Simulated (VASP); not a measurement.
# CaPb (Pmmm) in VASP: further runs

CaPb is run at these levels: LDA; tasks: single point.

All numbers are computed with VASP 6.6.1; they aren't measurements. Logs are shortened: lines on timing, memory, paths and dates and some standing lists are left out, and cuts for length are marked.

## 1. The cell of the first run

Symmetry: Pmmm, No. 47, orthorhombic system. The conventional cell has a = 3.032 Å, b = 3.567 Å, c = 4.628 Å, α = 90.00°, β = 90.00°, γ = 90.00°. Ca (site symmetry mmm) has 4 Ca at 3.03 to 3.57 Å and 8 Pb at 3.29 Å within 4.0 Å. Pb (site symmetry mmm) has 4 Pb at 3.03 to 3.57 Å and 8 Ca at 3.29 Å within 4.0 Å.

## 2. Single point, LDA (strain -0.1500 x Voigt [1, 0, 0, 0, 0, 0])

File INCAR:

```
  ALGO = Fast
  EDIFF = 1E-6
  ENCUT = 520
  GGA = CA
  ISIF = 2
  ISMEAR = 0
  LASPH = True
  LCHARG = True
  LELF = True
  LREAL = False
  LVHAR = True
  LWAVE = False
  NBANDS = 19
  NELM = 100
  PREC = Accurate
  SIGMA = 0.15
```

File KPOINTS:

```
k-points
0
Gamma
  14 14 10
```

File POSCAR:

```
CaPb
1.0
    3.0316402555      0.0000000000      0.0000000000
    0.0000000000      3.5666355947      0.0000000000
    0.0000000000      0.0000000000      4.6275118900
Ca Pb
1 1
Direct
    0.0000000000      0.0000000000      0.0000000000
    0.5000000000      0.5000000000      0.5000000000
```

Potentials or basis: VASP PAW LDA potentials, release 64 (Ca_sv, Pb_d).

Command:

```console
cat potpaw_LDA.64/Ca_sv/POTCAR potpaw_LDA.64/Pb_d/POTCAR > POTCAR
mpirun -np 1 vasp_std > vasp.out
```

OUTCAR:

```text
EDIFF = 1E-6
   ENCUT = 520
   GGA = CA
   ISIF = 2
   ISMEAR = 0
   LASPH = True
   LREAL = False
   NELM = 100
   PREC = Accurate

 ion  position               nearest neighbor table
   1  0.000  0.000  0.000-   2 3.29   2 3.29   2 3.29   2 3.29   2 3.29   2 3.29   2 3.29   2 3.29

   2  0.500  0.500  0.500-   1 3.29   1 3.29   1 3.29   1 3.29   1 3.29   1 3.29   1 3.29   1 3.29

  LATTYP: Found a simple orthorhombic cell.
 ALAT       =     3.0316402555
 B/A-ratio  =     1.1764705882
 C/A-ratio  =     1.5264053450

  Lattice vectors:

 A1 = (   3.0316402555,   0.0000000000,   0.0000000000)
 A2 = (   0.0000000000,   3.5666355947,   0.0000000000)
 A3 = (   0.0000000000,   0.0000000000,   4.6275118900)

Analysis of symmetry for initial positions (statically):
=====================================================================
 Subroutine PRICEL returns:
 Original cell was already a primitive cell.

 Routine SETGRP: Setting up the symmetry group for a
 simple orthorhombic supercell.

 Subroutine GETGRP returns: Found  8 space group operations
 (whereof  8 operations were pure point group operations)
 out of a pool of  8 trial point group operations.

The static configuration has the point symmetry D_2h.

Analysis of symmetry for dynamics (positions and initial velocities):
=====================================================================
 Subroutine PRICEL returns:
 Original cell was already a primitive cell.

 Routine SETGRP: Setting up the symmetry group for a
 simple orthorhombic supercell.

 Subroutine GETGRP returns: Found  8 space group operations
 (whereof  8 operations were pure point group operations)
 out of a pool of  8 trial point group operations.

The dynamic configuration has the point symmetry D_2h.

 Subroutine INISYM returns: Found  8 space group operations
 (whereof  8 operations are pure point group operations),
 and found     1 'primitive' translations

----------------------------------------------------------------------------------------

                                     Primitive cell

  volume of cell :      50.0362

  direct lattice vectors                    reciprocal lattice vectors
     3.031640256  0.000000000  0.000000000     0.329854440  0.000000000  0.000000000
     0.000000000  3.566635595  0.000000000     0.000000000  0.280376274  0.000000000
     0.000000000  0.000000000  4.627511890     0.000000000  0.000000000  0.216098850

  length of vectors
     3.031640256  3.566635595  4.627511890     0.329854440  0.280376274  0.216098850

  position of ions in fractional coordinates (direct lattice)
     0.000000000  0.000000000  0.000000000
     0.500000000  0.500000000  0.500000000

  ion indices of the primitive-cell ions
   primitive index   ion index
                 1           1
                 2           2

----------------------------------------------------------------------------------------

 KPOINTS: k-points

Automatic generation of k-mesh.
 Grid dimensions read from file:
 generate k-points for:   14   14   10

 Generating k-lattice:

  Cartesian coordinates                     Fractional coordinates (reciprocal lattice)
     0.023561031  0.000000000  0.000000000     0.071428571  0.000000000  0.000000000
     0.000000000  0.020026877  0.000000000     0.000000000  0.071428571  0.000000000
     0.000000000  0.000000000  0.021609885     0.000000000  0.000000000  0.100000000

  Length of vectors
     0.023561031  0.020026877  0.021609885

  Shift w.r.t. Gamma in fractional coordinates (k-lattice)
     0.000000000  0.000000000  0.000000000

 Subroutine IBZKPT returns following result:
 ===========================================

 Found    384 irreducible k-points:

 Following reciprocal coordinates:
            Coordinates               Weight
  0.000000  0.000000  0.000000      1.000000
  0.071429  0.000000  0.000000      2.000000
  0.142857  0.000000  0.000000      2.000000
  0.214286  0.000000  0.000000      2.000000
  0.285714  0.000000  0.000000      2.000000
  0.357143  0.000000  0.000000      2.000000
[... 16 lines left out ...]
  0.428571  0.142857  0.000000      4.000000
  0.500000  0.142857  0.000000      2.000000
 [... further k-points ...]
   k-points           NKPTS =    384   k-points in BZ     NKDIM =    384   number of bands    NBANDS=     19
   number of dos      NEDOS =    301   number of ions     NIONS =      2
   total plane-waves  NPLWV =  24192
   dimension x,y,z NGX =    24 NGY =   28 NGZ =   36
   dimension x,y,z NGXF=    48 NGYF=   56 NGZF=   72
   ions per type =               1   1
   NGX,Y,Z   is equivalent  to a cutoff of  13.16, 13.05, 12.93 a.u.
   NGXF,Y,Z  is equivalent  to a cutoff of  26.32, 26.10, 25.87 a.u.
 SYSTEM =  unknown system
   PREC   = accura    normal or accurate (medium, high low for compatibility)
   ISTART =      0    job   : 0-new  1-cont  2-samecut
   ICHARG =      2    charge: 1-file 2-atom 10-const
   ISPIN  =      1    spin polarized calculation?
   LNONCOLLINEAR =      F non collinear calculations
   LSORBIT =      F    spin-orbit coupling
   LASPH  =      T    aspherical Exc in radial PAW
   ENCUT  =  520.0 eV  38.22 Ry    6.18 a.u.   5.64  6.63  8.60*2*pi/ulx,y,z
   NELM   =    100;   NELMIN=  2; NELMDL= -5     # of ELM steps
   EDIFF  = 0.1E-05   stopping-criterion for ELM
   LREAL  =      F    real-space projection
   EDIFFG = 0.1E-04   stopping-criterion for IOM
   NSW    =      0    number of steps for IOM
   IBRION =     -1    ionic relax: 0-MD 1-quasi-New 2-CG
   NFREE  =      0    steps in history (QN), initial steepest desc. (CG)
   ISIF   =      2    stress and relaxation
   ISYM   =      2    0-nonsym 1-usesym 2-fastsym
   POTIM  = 0.5000    time-step for ionic-motion
   TEBEG  =    0.0;   TEEND  =   0.0 temperature during run
   PSTRESS=    0.0 pullay stress
   NELECT =      24.0000    total number of electrons
   NUPDOWN=      -1.0000    fix difference up-down
   EMIN   =  10.00;   EMAX   =-10.00  energy-range for DOS
   EFERMI =   0.00;   METHOD = LEGACY
   ISMEAR =     0;   SIGMA  =   0.15  broadening in eV -4-tet -1-fermi 0-gaus
   EFERMI_NEDOS =   21; number of points for ismear=-14 and -15
   IALGO  =     68    algorithm
   IMIX   =      4    mixing-type and parameters
     AMIX     =   0.40;   BMIX     =  1.00
     AMIX_MAG =   1.60;   BMIX_MAG =  1.00
  volume/ion in A,a.u.               =      25.02       168.83
  Fermi-wavevector in a.u.,A,eV,Ry     =   1.281496  2.421676 22.343924  1.642232
  Thomas-Fermi vector in A             =   2.413862
   LORBIT       =      0    0 simple, 1 ext, 2 COOP (PROOUT), +10 PAW based schemes
   GGA     = CA    functional components
   LHFCALC =     F    Hartree Fock is set to
   AEXX    =    0.0000 exact exchange contribution
   IVDW    =     0    specifies the selected vdW correction
   LEPSILON=     F    determine dielectric tensor
   LRPA    =     F    only Hartree local field effects (RPA)
 non-spin polarized calculation
 RMM-DIIS sequential band-by-band and
 Gauss-broadening in eV      SIGMA  =   0.15
  energy-cutoff  :      520.00
  volume of cell :       50.04
 maximum number of plane-waves:      1371
 NGX is ok and might be reduce to    24
   NGX = 11   NGY = 13   NGZ = 17

 number of electron      24.0000002 magnetization

 Free energy of the ion-electron system (eV)
  ---------------------------------------------------
  ext. energy  EPLUGINS =         0.00000000
  ---------------------------------------------------
  free energy    TOTEN  =        -7.43674039 eV

  energy without entropy =       -7.42944428  energy(sigma->0) =       -7.43309233

 E-fermi :   6.7621     XC(G=0): -10.6044

 val. band max:        6.7531433200   @ k =   0.5000   0.2857   0.0000
 cond. band min:       6.7657095085   @ k =   0.1429   0.1429   0.1000
 fundamental gap:      0.0125661884
 Fermi energy:         6.7621468847

 k-point     1 :       0.0000    0.0000    0.0000
  band No.  band energies     occupation
      1     -34.1447      2.00000
      2     -15.4553      2.00000
      3     -15.3717      2.00000
      4     -15.1730      2.00000
      5     -10.4845      2.00000
      6      -9.9976      2.00000
[... 11 lines left out ...]
     18      11.8847      0.00000
     19      13.5835      0.00000

 k-point     2 :       0.0714    0.0000    0.0000
  band No.  band energies     occupation
      1     -34.1394      2.00000
      2     -15.4503      2.00000
      3     -15.3672      2.00000
      4     -15.2168      2.00000
      5     -10.4431      2.00000
      6      -9.9939      2.00000
[... 11 lines left out ...]
     18      11.8146      0.00000
     19      13.0498      0.00000

 k-point     3 :       0.1429    0.0000    0.0000
  band No.  band energies     occupation
      1     -34.1245      2.00000
      2     -15.4361      2.00000
      3     -15.3546      2.00000
      4     -15.3376      2.00000
      5     -10.3284      2.00000
      6      -9.9824      2.00000
[... 11 lines left out ...]
     18      11.7235      0.00000
     19      12.4272      0.00000

 k-point     4 :       0.2143    0.0000    0.0000
  band No.  band energies     occupation
      1     -34.1028      2.00000
      2     -15.5081      2.00000
      3     -15.4155      2.00000
      4     -15.3363      2.00000
      5     -10.1688      2.00000
      6      -9.9598      2.00000
[... 407 lines left out ...]
     18      12.1223      0.00000
     19      13.3714      0.00000

 k-point    23 :       0.4286    0.1429    0.0000
  band No.  band energies     occupation
      1     -34.0382      2.00000
      2     -15.9548      2.00000
      3     -15.3509      2.00000
      4     -15.3220      2.00000
      5     -10.0971      2.00000
      6     -10.0910      2.00000
[... 11 lines left out ...]
     18      12.5366      0.00000
     19      13.1310      0.00000

 k-point    24 :       0.5000    0.1429    0.0000
  band No.  band energies     occupation
      1     -34.0327      2.00000
      2     -15.9932      2.00000
      3     -15.3456      2.00000
      4     -15.3170      2.00000
      5     -10.1124      2.00000
      6     -10.1066      2.00000
[... 11 lines left out ...]
     18      12.9362      0.00000
     19      12.9706      0.00000

 [... further k-points ...]

------------------------ aborting loop because EDIFF is reached ----------------------------------------

  FORCE on cell =-STRESS in cart. coord.  units (eV):
  Direction    XX          YY          ZZ          XY          YZ          ZX
  --------------------------------------------------------------------------------------
  -------------------------------------------------------------------------------------
  Total        4.8981877     -0.0515468     -0.0774260      0.0000000      0.0000000      0.0000000
  in kB      156.8418862     -1.6505490     -2.4792107      0.0000000      0.0000000      0.0000000
  external PRESSURE =      50.9040422 kB  Pullay stress =       0.0000000 kB

 VOLUME and BASIS-vectors are now :
 -----------------------------------------------------------------------------
  energy-cutoff  :      520.00
  volume of cell :       50.04
      direct lattice vectors                 reciprocal lattice vectors
     3.031640256  0.000000000  0.000000000     0.329854440  0.000000000  0.000000000
     0.000000000  3.566635595  0.000000000     0.000000000  0.280376274  0.000000000
     0.000000000  0.000000000  4.627511890     0.000000000  0.000000000  0.216098850

 POSITION                                       TOTAL-FORCE (eV/Angst)
 -----------------------------------------------------------------------------------
      0.00000      0.00000      0.00000         0.000000      0.000000      0.000000
      1.51582      1.78332      2.31376         0.000000      0.000000      0.000000
 -----------------------------------------------------------------------------------
    total drift:                                0.000000      0.000000     -0.000000

  FREE ENERGIE OF THE ION-ELECTRON SYSTEM (eV)
  ---------------------------------------------------
  free  energy   TOTEN  =        -7.4367403851 eV

  energy  without entropy=       -7.4294442751  energy(sigma->0) =       -7.43309233
```

Wall time 7.5 min (1 thread of Intel Xeon Platinum 8259CL at 2.50GHz (Skylake/Cascade Lake), shared host); peak memory 0.45 GiB.

What came out:

| Property | Result |
| --- | --- |
| Free energy | -7.4367 eV |
| Pressure | 5.1 GPa |
| Band gap on the k mesh | zero (bands 12 and 13 overlap by 3.19 eV) |

Levels at points of the mesh, in eV from the Fermi level:
```
           k point  band 9  band 10  band 11  band 12  band 13  band 14  band 15  band 16
(0.00, 0.00, 0.00)  -16.54   -10.99    -1.37    -0.58     0.75     2.43     3.51     4.36
(0.50, 0.00, 0.00)  -16.38    -7.47    -4.43    -1.04     1.57     1.72     3.91     4.52
(0.00, 0.50, 0.00)  -16.53    -9.23    -4.60    -1.72     0.64     3.24     3.89     4.72
(0.50, 0.50, 0.00)  -16.31    -6.37    -2.57    -1.19     1.40     1.47     1.59     2.32
(0.00, 0.00, 0.50)  -16.54   -10.36    -4.78     0.73     1.02     2.11     3.81     5.10
(0.50, 0.00, 0.50)  -16.38    -7.53    -3.55    -1.16     0.62     2.44     3.15     3.60
(0.00, 0.50, 0.50)  -16.54    -9.27    -3.52    -2.42    -0.25     2.95     3.95     4.28
(0.50, 0.50, 0.50)  -16.30    -5.77    -2.97    -2.18    -2.00     3.64     3.88     4.17
```

Caveat: the cell differs from its parent crystal (strain -0.1500 x Voigt [1, 0, 0, 0, 0, 0]); the stress differs along the axes, from -0 to 16 GPa; spin-orbit coupling is left out, which moves the levels of the heavy elements.

## 3. Single point, LDA (strain -0.0750 x Voigt [1, 0, 0, 0, 0, 0])

File INCAR:

```
ALGO     = Fast           # electronic algorithm
EDIFF    = 1E-6           # SCF threshold, eV
ENCUT    = 520            # plane-wave cutoff, eV
ISIF     = 2              # what is computed and relaxed
ISMEAR   = 0              # smearing method
LASPH    = T              # aspherical terms in the spheres
LCHARG   = F              # write CHGCAR
LREAL    = F              # projectors in reciprocal space
LWAVE    = F              # write WAVECAR
NBANDS   = 19             # bands
NELM     = 80             # most SCF steps
PREC     = Accurate       # precision mode
SIGMA    = 0.15           # smearing width, eV
```

KPOINTS is that of step 2.

Edit POSCAR of step 2 so:

```diff
@@ -2,3 +2,3 @@
 1.0
-    3.0316402555      0.0000000000      0.0000000000
+    3.2991379251      0.0000000000      0.0000000000
     0.0000000000      3.5666355947      0.0000000000
```

Potentials or basis: VASP PAW LDA potentials, release 64 (Ca_sv, Pb_d).

Command:

```console
cat potpaw_LDA.64/Ca_sv/POTCAR potpaw_LDA.64/Pb_d/POTCAR > POTCAR
mpirun -np 1 vasp_std > vasp.out
```

Run time: 7.5 min. Hardware: 1 thread of Intel Xeon Platinum 8259CL at 2.50GHz (Skylake/Cascade Lake), shared host; peak memory 0.48 GiB.

It converged, with:

```
Free energy            : -7.6860 eV
Pressure               : 0.1 GPa
Band gap on the k mesh : zero (bands 12 and 13 overlap by 3.08 eV)
```

Stress tensor (GPa, compression positive):
```
 3.69  0.00  0.00
 0.00 -1.58  0.00
 0.00  0.00 -1.73
```

Levels at points of the mesh, in eV from the Fermi level:
| k point | band 10 | band 11 | band 12 | band 13 | band 14 | band 15 |
| --- | --- | --- | --- | --- | --- | --- |
| (0.00, 0.00, 0.00) | -10.44 | -0.99 | -0.33 | 0.97 | 2.91 | 3.63 |
| (0.50, 0.00, 0.00) | -7.97 | -4.14 | -0.86 | 1.42 | 2.06 | 3.85 |
| (0.00, 0.50, 0.00) | -8.69 | -4.22 | -1.17 | 0.99 | 3.03 | 3.43 |
| (0.50, 0.50, 0.00) | -6.76 | -2.15 | -1.55 | 1.26 | 1.77 | 1.78 |
| (0.00, 0.00, 0.50) | -9.83 | -4.48 | 0.99 | 1.52 | 2.44 | 2.80 |
| (0.50, 0.00, 0.50) | -7.94 | -3.18 | -1.56 | 0.35 | 2.83 | 3.38 |
| (0.00, 0.50, 0.50) | -8.65 | -3.16 | -2.09 | -0.07 | 3.22 | 3.62 |
| (0.50, 0.50, 0.50) | -6.25 | -2.54 | -2.18 | -1.84 | 3.55 | 3.59 |

Caveat: the cell differs from its parent crystal (strain -0.0750 x Voigt [1, 0, 0, 0, 0, 0]); the stress differs along the axes, from -2 to 4 GPa; spin-orbit coupling is left out, which moves the levels of the heavy elements.

## 4. Single point, LDA (strain +0.1125 x Voigt [1, 0, 0, 0, 0, 0])

File INCAR:

```
SYSTEM = CaPb
ALGO     = Fast           ! electronic algorithm
EDIFF    = 1E-7           ! SCF threshold, eV
ENCUT    = 520            ! plane-wave cutoff, eV
GGA      = CA             ! functional
ISIF     = 2              ! what is computed and relaxed
ISMEAR   = 0              ! smearing method
LASPH    = .True.         ! aspherical terms in the spheres
LCHARG   = .False.        ! write CHGCAR
LREAL    = .False.        ! projectors in reciprocal space
LWAVE    = .False.        ! write WAVECAR
NBANDS   = 19             ! bands
NELM     = 80             ! most SCF steps
PREC     = Accurate       ! precision mode
SIGMA    = 0.15           ! smearing width, eV
```

File KPOINTS:

```
k-points
0
Gamma
  14 14 10
  0 0 0
```

Edit POSCAR of step 3 so:

```diff
@@ -2,3 +2,3 @@
 1.0
-    3.2991379251      0.0000000000      0.0000000000
+    3.9678820991      0.0000000000      0.0000000000
     0.0000000000      3.5666355947      0.0000000000
```

Command:

```console
cat potpaw_LDA.64/Ca_sv/POTCAR potpaw_LDA.64/Pb_d/POTCAR > POTCAR
mpirun -np 1 vasp_std > vasp.out
```

It took 14 min on 1 thread of Intel Xeon Platinum 8259CL at 2.50GHz (Skylake/Cascade Lake), shared host; peak memory 0.55 GiB.

It converged, with:

```
Free energy            : -7.4854 eV
Pressure               : -5.0 GPa
Band gap on the k mesh : zero (bands 12 and 13 overlap by 2.66 eV)
```

Stress tensor (GPa, compression positive):
```
-6.91  0.00  0.00
 0.00 -3.03  0.00
 0.00  0.00 -5.16
```

Levels at points of the mesh, in eV from the Fermi level:
```tsv
k point	band 10	band 11	band 12	band 13	band 14	band 15
(0.00, 0.00, 0.00)	-9.46	-0.19	0.24	1.15	1.80	2.96
(0.50, 0.00, 0.00)	-8.42	-3.54	-0.39	1.25	2.62	3.35
(0.00, 0.50, 0.00)	-7.76	-3.39	-0.06	1.50	1.75	3.47
(0.50, 0.50, 0.00)	-7.07	-1.88	-1.32	1.09	2.00	2.09
(0.00, 0.00, 0.50)	-8.93	-3.75	0.98	1.27	2.45	2.98
(0.50, 0.00, 0.50)	-8.25	-2.40	-1.91	-0.06	3.33	3.36
(0.00, 0.50, 0.50)	-7.59	-2.40	-1.37	0.52	2.55	2.95
(0.50, 0.50, 0.50)	-6.67	-2.00	-1.62	-1.39	3.05	3.14
```

Caveat: the cell differs from its parent crystal (strain +0.1125 x Voigt [1, 0, 0, 0, 0, 0]); the cell stands under tension; spin-orbit coupling is left out, which moves the levels of the heavy elements.

## 5. Summary

| cell | further INCAR settings | gap on the mesh (eV) | pressure (GPa) |
| --- | --- | --- | --- |
| a = 3.032, b = 3.567, c = 4.628 Å, 2 atoms | ALGO = Fast; EDIFF = 1e-06; NBANDS = 19 | none | 5.1 |
| a = 3.299, b = 3.567, c = 4.628 Å, 2 atoms | ALGO = Fast; EDIFF = 1e-06; NBANDS = 19 | none | 0.1 |
| a = 3.968, b = 3.567, c = 4.628 Å, 2 atoms | ALGO = Fast; EDIFF = 1e-07; NBANDS = 19 | none | -5.0 |

Alike in all rows: task single point; level LDA; potentials or basis VASP PAW LDA potentials, release 64 (Ca_sv, Pb_d); no spin polarisation; k mesh 14 × 14 × 10; cutoff (eV) 520; smearing gaussian 0.15 eV.

Caveats: spin-orbit coupling is left out, which moves the levels of the heavy elements; the stress differs along the axes, from -0 to 16 GPa (at least some runs); the stress differs along the axes, from -2 to 4 GPa (at least some runs); the cell stands under tension (at least some runs).

Total energies depend on the potentials used, so only differences within one code and one set of settings carry meaning.
